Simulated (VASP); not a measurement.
# Li2Se (Fm-3m) in VASP: settings compared

Li2Se is run at these levels: PBE, r2SCAN; tasks: single point.

Program: VASP 6.6.1. These are calculated values, not measurements. Logs are shortened: lines on timing, memory, paths and dates and some standing lists are left out, and cuts for length are marked.

## 1. The cell of the first run

The structure is cubic, space group Fm-3m (No. 225). Conventional cell: a = 5.987 Å, b = 5.987 Å, c = 5.987 Å, α = 90.00°, β = 90.00°, γ = 90.00°. Within 3.4 Å of Li (site symmetry -43m) lie 4 Se at 2.59 Å and 6 Li at 2.99 Å. Within 3.4 Å of Se (site symmetry m-3m) lie 8 Li at 2.59 Å.

## 2. Single point, PBE

Input file INCAR:

```
PREC = Accurate ; ENCUT = 750
EDIFF = 1E-6 ; ISMEAR = 0
SIGMA = 0.01 ; LREAL = False
LASPH = True ; NELM = 120
ALGO = Normal ; ISIF = 2
LWAVE = False ; LCHARG = True
GGA = PE ; LELF = True
LVHAR = True ; NBANDS = 13
GGA_COMPAT = False
```

Input file KPOINTS:

```
regular mesh
0
Gamma
  8 8 8
```

Input file POSCAR:

```
Li2Se
1.0
    0.0000000000      2.9934588645      2.9934588645
    2.9934588645      0.0000000000      2.9934588645
    2.9934588645      2.9934588645      0.0000000000
Li Se
2 1
Direct
    0.2500000000      0.2500000000      0.2500000000
    0.7500000000      0.7500000000      0.7500000000
    0.0000000000      0.0000000000      0.0000000000
```

Potentials or basis: VASP PAW PBE potentials, release 64 (Li_sv, Se).

Run with:

```
cat potpaw_PBE.64/Li_sv/POTCAR potpaw_PBE.64/Se/POTCAR > POTCAR
mpirun -np 1 vasp_std > vasp.out
```

OUTCAR:

```text
PREC = Accurate
   ENCUT = 750
   EDIFF = 1E-6
   ISMEAR = 0
   LREAL = False
   LASPH = True
   NELM = 120
   ISIF = 2
   GGA = PE

 ion  position               nearest neighbor table
   1  0.250  0.250  0.250-   3 2.59   3 2.59   3 2.59   3 2.59
   2  0.750  0.750  0.750-   3 2.59   3 2.59   3 2.59   3 2.59
   3  0.000  0.000  0.000-   2 2.59   2 2.59   2 2.59   1 2.59   2 2.59   1 2.59   1 2.59   1 2.59

  LATTYP: Found a face centered cubic cell.
 ALAT       =     5.9869177290

  Lattice vectors:

 A1 = (   0.0000000000,   2.9934588645,   2.9934588645)
 A2 = (   2.9934588645,   0.0000000000,   2.9934588645)
 A3 = (   2.9934588645,   2.9934588645,   0.0000000000)

Analysis of symmetry for initial positions (statically):
=====================================================================
 Subroutine PRICEL returns:
 Original cell was already a primitive cell.

 Routine SETGRP: Setting up the symmetry group for a
 face centered cubic supercell.

 Subroutine GETGRP returns: Found 48 space group operations
 (whereof 48 operations were pure point group operations)
 out of a pool of 48 trial point group operations.

The static configuration has the point symmetry O_h .

Analysis of symmetry for dynamics (positions and initial velocities):
=====================================================================
 Subroutine PRICEL returns:
 Original cell was already a primitive cell.

 Routine SETGRP: Setting up the symmetry group for a
 face centered cubic supercell.

 Subroutine GETGRP returns: Found 48 space group operations
 (whereof 48 operations were pure point group operations)
 out of a pool of 48 trial point group operations.

The dynamic configuration has the point symmetry O_h .

 Subroutine INISYM returns: Found 48 space group operations
 (whereof 48 operations are pure point group operations),
 and found     1 'primitive' translations

----------------------------------------------------------------------------------------

                                     Primitive cell

  volume of cell :      53.6475

  direct lattice vectors                    reciprocal lattice vectors
     0.000000000  2.993458864  2.993458864    -0.167030857  0.167030857  0.167030857
     2.993458864  0.000000000  2.993458864     0.167030857 -0.167030857  0.167030857
     2.993458864  2.993458864  0.000000000     0.167030857  0.167030857 -0.167030857

  length of vectors
     4.233390125  4.233390125  4.233390125     0.289305931  0.289305931  0.289305931

  position of ions in fractional coordinates (direct lattice)
[... 89 lines left out ...]
   POTIM  = 0.5000    time-step for ionic-motion
   TEBEG  =    0.0;   TEEND  =   0.0 temperature during run
   PSTRESS=    0.0 pullay stress
   NELECT =      12.0000    total number of electrons
   NUPDOWN=      -1.0000    fix difference up-down
   EMIN   =  10.00;   EMAX   =-10.00  energy-range for DOS
   EFERMI =   0.00;   METHOD = LEGACY
   ISMEAR =     0;   SIGMA  =   0.01  broadening in eV -4-tet -1-fermi 0-gaus
   EFERMI_NEDOS =   21; number of points for ismear=-14 and -15
   IALGO  =     38    algorithm
   IMIX   =      4    mixing-type and parameters
     AMIX     =   0.40;   BMIX     =  1.00
     AMIX_MAG =   1.60;   BMIX_MAG =  1.00
  volume/ion in A,a.u.               =      17.88       120.68
  Fermi-wavevector in a.u.,A,eV,Ry     =   0.993769  1.877950 13.436789  0.987576
  Thomas-Fermi vector in A             =   2.125673
   LORBIT       =      0    0 simple, 1 ext, 2 COOP (PROOUT), +10 PAW based schemes
   GGA     = PE    functional components
   LHFCALC =     F    Hartree Fock is set to
   AEXX    =    0.0000 exact exchange contribution
   IVDW    =     0    specifies the selected vdW correction
   LEPSILON=     F    determine dielectric tensor
   LRPA    =     F    only Hartree local field effects (RPA)
 non-spin polarized calculation
 Gauss-broadening in eV      SIGMA  =   0.01
  energy-cutoff  :      750.00
  volume of cell :       53.65
 maximum number of plane-waves:      2541
 NGX is ok and might be reduce to    40
   NGX = 19   NGY = 19   NGZ = 19

 number of electron      12.0000003 magnetization

 Free energy of the ion-electron system (eV)
  ---------------------------------------------------
  ext. energy  EPLUGINS =         0.00000000
  ---------------------------------------------------
  free energy    TOTEN  =       -11.13043383 eV

  energy without entropy =      -11.13043383  energy(sigma->0) =      -11.13043383

 E-fermi :   1.1038     XC(G=0):  -8.2951

 val. band max:        1.0467554932   @ k =   0.0000   0.0000   0.0000
 cond. band min:       4.0144782245   @ k =   0.5000   0.5000   0.0000
 fundamental gap:      2.9677227312
 Fermi energy:         1.1037730208

 k-point     1 :       0.0000    0.0000    0.0000
  band No.  band energies     occupation
      1     -43.6499      2.00000
      2     -43.6252      2.00000
      3     -10.3664      2.00000
      4       1.0468      2.00000
      5       1.0468      2.00000
      6       1.0468      2.00000
      7       4.4682      0.00000
      8       6.6710      0.00000
      9       6.6710      0.00000
     10       6.6710      0.00000
     11      11.6542      0.00000
     12      11.6542      0.00000
     13      12.0023      0.00000
[... 354 lines left out ...]
  band No.  band energies     occupation
      1     -43.6371      2.00000
      2     -43.6371      2.00000
      3      -9.9367      2.00000
      4      -1.5896      2.00000
      5      -0.2732      2.00000
      6       0.1064      2.00000
      7       6.4623      0.00000
      8       6.8313      0.00000
      9       8.7160      0.00000
     10       9.4494      0.00000
     11      10.4553      0.00000
     12      11.8091      0.00000
     13      13.7157      0.00000

 [... further k-points ...]
[... 5 lines left out ...]
  --------------------------------------------------------------------------------------
  -------------------------------------------------------------------------------------
  Total        0.0900110      0.0900110      0.0900110      0.0000000      0.0000000      0.0000000
  in kB        2.6881687      2.6881687      2.6881687      0.0000000      0.0000000      0.0000000
  external PRESSURE =       2.6881687 kB  Pullay stress =       0.0000000 kB

 VOLUME and BASIS-vectors are now :
 -----------------------------------------------------------------------------
  energy-cutoff  :      750.00
  volume of cell :       53.65
      direct lattice vectors                 reciprocal lattice vectors
     0.000000000  2.993458864  2.993458864    -0.167030857  0.167030857  0.167030857
     2.993458864  0.000000000  2.993458864     0.167030857 -0.167030857  0.167030857
     2.993458864  2.993458864  0.000000000     0.167030857  0.167030857 -0.167030857

 POSITION                                       TOTAL-FORCE (eV/Angst)
 -----------------------------------------------------------------------------------
      1.49673      1.49673      1.49673         0.000000     -0.000000      0.000000
      4.49019      4.49019      4.49019         0.000000      0.000000      0.000000
      0.00000      0.00000      0.00000        -0.000000      0.000000     -0.000000
 -----------------------------------------------------------------------------------
    total drift:                                0.000000     -0.000000      0.000000

  FREE ENERGIE OF THE ION-ELECTRON SYSTEM (eV)
  ---------------------------------------------------
  free  energy   TOTEN  =       -11.1304338308 eV

  energy  without entropy=      -11.1304338308  energy(sigma->0) =      -11.13043383
```

Run time: 53 s. Hardware: 1 thread of AMD EPYC 7R43 (Zen 3), shared host; peak memory 0.2 GiB.

What came out:

```yaml
Free_energy: -11.1304 eV
Pressure: 0.3 GPa
Band_gap_on_the_k_mesh: 2.97 eV, indirect (least direct gap 3.42 eV)
```

A k mesh can miss the band edges. Expect the measured gap to be larger: semilocal functionals such as PBE lack the derivative discontinuity.

## 3. Single point, r2SCAN

POSCAR is that of step 2.

Input file INCAR.step1:

```
ALGO     = Normal         # electronic algorithm
EDIFF    = 1E-5           # SCF threshold, eV
ENCUT    = 830            # plane-wave cutoff, eV
GGA      = PE             # functional
GGA_COMPAT= F            
ISMEAR   = 0              # smearing method
LASPH    = T              # aspherical terms in the spheres
LCHARG   = F              # write CHGCAR
LREAL    = F              # projectors in reciprocal space
LWAVE    = T              # write WAVECAR
NBANDS   = 13             # bands
NELM     = 120            # most SCF steps
PREC     = Accurate       # precision mode
SIGMA    = 0.01           # smearing width, eV
```

Input file INCAR.step2:

```
ALGO     = Normal         # electronic algorithm
EDIFF    = 1E-6           # SCF threshold, eV
ENCUT    = 830            # plane-wave cutoff, eV
GGA_COMPAT= F            
ISIF     = 2              # what is computed and relaxed
ISMEAR   = 0              # smearing method
ISTART   = 1            
LASPH    = T              # aspherical terms in the spheres
LCHARG   = F              # write CHGCAR
LMIXTAU  = T            
LREAL    = F              # projectors in reciprocal space
LWAVE    = F              # write WAVECAR
METAGGA  = R2SCAN         # meta-GGA
NBANDS   = 13             # bands
NELM     = 120            # most SCF steps
PREC     = Accurate       # precision mode
SIGMA    = 0.01           # smearing width, eV
```

Input file KPOINTS:

```
k-points
0
Gamma
  8 8 8
```

Potentials or basis: VASP PAW PBE potentials, release 64 (Li_sv, Se).

Run with:

```
cat potpaw_PBE.64/Li_sv/POTCAR potpaw_PBE.64/Se/POTCAR > POTCAR
cp INCAR.step1 INCAR
mpirun -np 1 vasp_std > vasp.out
cp INCAR.step2 INCAR
mpirun -np 1 vasp_std > vasp.out
```

OUTCAR:

```text
EDIFF = 1E-6
   ENCUT = 830
   ISIF = 2
   ISMEAR = 0
   ISTART = 1
   LASPH = T
   LREAL = F
   METAGGA = R2SCAN
   NELM = 120
   PREC = Accurate

 ion  position               nearest neighbor table
   1  0.250  0.250  0.250-   3 2.59   3 2.59   3 2.59   3 2.59
   2  0.750  0.750  0.750-   3 2.59   3 2.59   3 2.59   3 2.59
   3  0.000  0.000  0.000-   2 2.59   2 2.59   2 2.59   1 2.59   2 2.59   1 2.59   1 2.59   1 2.59

  LATTYP: Found a face centered cubic cell.
 ALAT       =     5.9869177290

  Lattice vectors:

 A1 = (   0.0000000000,   2.9934588645,   2.9934588645)
 A2 = (   2.9934588645,   0.0000000000,   2.9934588645)
 A3 = (   2.9934588645,   2.9934588645,   0.0000000000)

Analysis of symmetry for initial positions (statically):
=====================================================================
 Subroutine PRICEL returns:
 Original cell was already a primitive cell.

 Routine SETGRP: Setting up the symmetry group for a
 face centered cubic supercell.

 Subroutine GETGRP returns: Found 48 space group operations
 (whereof 48 operations were pure point group operations)
 out of a pool of 48 trial point group operations.

The static configuration has the point symmetry O_h .

Analysis of symmetry for dynamics (positions and initial velocities):
=====================================================================
 Subroutine PRICEL returns:
 Original cell was already a primitive cell.

 Routine SETGRP: Setting up the symmetry group for a
 face centered cubic supercell.

 Subroutine GETGRP returns: Found 48 space group operations
 (whereof 48 operations were pure point group operations)
 out of a pool of 48 trial point group operations.

The dynamic configuration has the point symmetry O_h .

 Subroutine INISYM returns: Found 48 space group operations
 (whereof 48 operations are pure point group operations),
 and found     1 'primitive' translations

----------------------------------------------------------------------------------------

                                     Primitive cell

  volume of cell :      53.6475

  direct lattice vectors                    reciprocal lattice vectors
     0.000000000  2.993458864  2.993458864    -0.167030857  0.167030857  0.167030857
     2.993458864  0.000000000  2.993458864     0.167030857 -0.167030857  0.167030857
     2.993458864  2.993458864  0.000000000     0.167030857  0.167030857 -0.167030857

  length of vectors
     4.233390125  4.233390125  4.233390125     0.289305931  0.289305931  0.289305931

  position of ions in fractional coordinates (direct lattice)
     0.250000000  0.250000000  0.250000000
     0.750000000  0.750000000  0.750000000
     0.000000000  0.000000000  0.000000000

  ion indices of the primitive-cell ions
   primitive index   ion index
                 1           1
                 2           2
                 3           3

----------------------------------------------------------------------------------------

 KPOINTS: k-points

Automatic generation of k-mesh.
 Grid dimensions read from file:
 generate k-points for:    8    8    8
[... 44 lines left out ...]
 -0.375000  0.250000  0.125000     24.000000
 [... further k-points ...]
   k-points           NKPTS =     29   k-points in BZ     NKDIM =     29   number of bands    NBANDS=     13
   number of dos      NEDOS =    301   number of ions     NIONS =      3
   total plane-waves  NPLWV =  64000
   dimension x,y,z NGX =    40 NGY =   40 NGZ =   40
   dimension x,y,z NGXF=    80 NGYF=   80 NGZF=   80
   ions per type =               2   1
   NGX,Y,Z   is equivalent  to a cutoff of  15.71, 15.71, 15.71 a.u.
   NGXF,Y,Z  is equivalent  to a cutoff of  31.42, 31.42, 31.42 a.u.
 SYSTEM =  unknown system
   PREC   = accura    normal or accurate (medium, high low for compatibility)
   ISTART =      1    job   : 0-new  1-cont  2-samecut
   ICHARG =      0    charge: 1-file 2-atom 10-const
   ISPIN  =      1    spin polarized calculation?
   LNONCOLLINEAR =      F non collinear calculations
   LSORBIT =      F    spin-orbit coupling
   LASPH  =      T    aspherical Exc in radial PAW
   ENCUT  =  830.0 eV  61.00 Ry    7.81 a.u.   9.94  9.94  9.94*2*pi/ulx,y,z
   NELM   =    120;   NELMIN=  2; NELMDL=  0     # of ELM steps
   EDIFF  = 0.1E-05   stopping-criterion for ELM
   LREAL  =      F    real-space projection
   EDIFFG = 0.1E-04   stopping-criterion for IOM
   NSW    =      0    number of steps for IOM
   IBRION =     -1    ionic relax: 0-MD 1-quasi-New 2-CG
   NFREE  =      0    steps in history (QN), initial steepest desc. (CG)
   ISIF   =      2    stress and relaxation
   ISYM   =      2    0-nonsym 1-usesym 2-fastsym
   POTIM  = 0.5000    time-step for ionic-motion
   TEBEG  =    0.0;   TEEND  =   0.0 temperature during run
   PSTRESS=    0.0 pullay stress
   NELECT =      12.0000    total number of electrons
   NUPDOWN=      -1.0000    fix difference up-down
   EMIN   =  10.00;   EMAX   =-10.00  energy-range for DOS
   EFERMI =   0.00;   METHOD = LEGACY
   ISMEAR =     0;   SIGMA  =   0.01  broadening in eV -4-tet -1-fermi 0-gaus
   EFERMI_NEDOS =   21; number of points for ismear=-14 and -15
   IALGO  =     38    algorithm
   IMIX   =      4    mixing-type and parameters
     AMIX     =   0.40;   BMIX     =  1.00
     AMIX_MAG =   1.60;   BMIX_MAG =  1.00
  volume/ion in A,a.u.               =      17.88       120.68
  Fermi-wavevector in a.u.,A,eV,Ry     =   0.993769  1.877950 13.436789  0.987576
  Thomas-Fermi vector in A             =   2.125673
   LORBIT       =      0    0 simple, 1 ext, 2 COOP (PROOUT), +10 PAW based schemes
   METAGGA = R2SCAN    functional components
   LHFCALC =     F    Hartree Fock is set to
   AEXX    =    0.0000 exact exchange contribution
   IVDW    =     0    specifies the selected vdW correction
   LEPSILON=     F    determine dielectric tensor
   LRPA    =     F    only Hartree local field effects (RPA)
 non-spin polarized calculation
 Gauss-broadening in eV      SIGMA  =   0.01
  energy-cutoff  :      830.00
  volume of cell :       53.65
 maximum number of plane-waves:      2936
   NGX = 19   NGY = 19   NGZ = 19

 number of electron      12.0000003 magnetization

 Free energy of the ion-electron system (eV)
  ---------------------------------------------------
  ext. energy  EPLUGINS =         0.00000000
  ---------------------------------------------------
  free energy    TOTEN  =       -23.43931726 eV

  energy without entropy =      -23.43931726  energy(sigma->0) =      -23.43931726

 E-fermi :   0.9042     XC(G=0):  -8.6548

 val. band max:        0.7533356712   @ k =   0.0000   0.0000   0.0000
 cond. band min:       4.2106544768   @ k =   0.5000   0.5000   0.0000
 fundamental gap:      3.4573188055
 Fermi energy:         0.9042120938

 k-point     1 :       0.0000    0.0000    0.0000
  band No.  band energies     occupation
      1     -45.3893      2.00000
      2     -45.3655      2.00000
      3     -11.0400      2.00000
      4       0.7533      2.00000
      5       0.7533      2.00000
      6       0.7533      2.00000
      7       4.9296      0.00000
      8       7.0643      0.00000
      9       7.0643      0.00000
     10       7.0643      0.00000
     11      11.9598      0.00000
     12      11.9598      0.00000
     13      12.6855      0.00000
[... 354 lines left out ...]
  band No.  band energies     occupation
      1     -45.3769      2.00000
      2     -45.3768      2.00000
      3     -10.5956      2.00000
      4      -1.8685      2.00000
      5      -0.5464      2.00000
      6      -0.1776      2.00000
      7       6.7105      0.00000
      8       7.3206      0.00000
      9       9.1820      0.00000
     10       9.9293      0.00000
     11      11.0614      0.00000
     12      12.4802      0.00000
     13      14.3228      0.00000

 [... further k-points ...]

------------------------ aborting loop because EDIFF is reached ----------------------------------------

  FORCE on cell =-STRESS in cart. coord.  units (eV):
  Direction    XX          YY          ZZ          XY          YZ          ZX
  --------------------------------------------------------------------------------------
  -------------------------------------------------------------------------------------
  Total       -0.0521558     -0.0521558     -0.0521558      0.0000000      0.0000000     -0.0000000
  in kB       -1.5576270     -1.5576270     -1.5576270      0.0000000      0.0000000     -0.0000000
  external PRESSURE =      -1.5576270 kB  Pullay stress =       0.0000000 kB

 VOLUME and BASIS-vectors are now :
 -----------------------------------------------------------------------------
  energy-cutoff  :      830.00
  volume of cell :       53.65
      direct lattice vectors                 reciprocal lattice vectors
     0.000000000  2.993458864  2.993458864    -0.167030857  0.167030857  0.167030857
     2.993458864  0.000000000  2.993458864     0.167030857 -0.167030857  0.167030857
     2.993458864  2.993458864  0.000000000     0.167030857  0.167030857 -0.167030857

 POSITION                                       TOTAL-FORCE (eV/Angst)
 -----------------------------------------------------------------------------------
      1.49673      1.49673      1.49673        -0.000000     -0.000000     -0.000000
      4.49019      4.49019      4.49019         0.000000      0.000000     -0.000000
      0.00000      0.00000      0.00000         0.000000     -0.000000      0.000000
 -----------------------------------------------------------------------------------
    total drift:                                0.000000     -0.000000      0.000000

  FREE ENERGIE OF THE ION-ELECTRON SYSTEM (eV)
  ---------------------------------------------------
  free  energy   TOTEN  =       -23.4393172564 eV

  energy  without entropy=      -23.4393172564  energy(sigma->0) =      -23.43931726
```

Wall time 4 min (1 thread of AMD EPYC 7R43 (Zen 3), shared host); peak memory 0.23 GiB.

What came out:

```
Free energy            : -23.4393 eV
Pressure               : -0.2 GPa
Band gap on the k mesh : 3.46 eV, indirect (least direct gap 4.18 eV)
```

Levels at points of the mesh, in eV from the valence-band top:
```
           k point  band 3  band 4  band 5  band 6  band 7  band 8  band 9  band 10
(0.00, 0.00, 0.00)  -11.79    0.00    0.00    0.00    4.18    6.31    6.31     6.31
(0.50, 0.00, 0.00)  -11.41   -2.92   -0.53   -0.53    5.98    6.60    6.60     8.64
(0.50, 0.50, 0.00)  -11.29   -2.27   -1.45   -1.45    3.46    7.00   11.37    11.37
```

Caveat: the PAW data sets were made with another functional, which shifts forces and pressure a little.
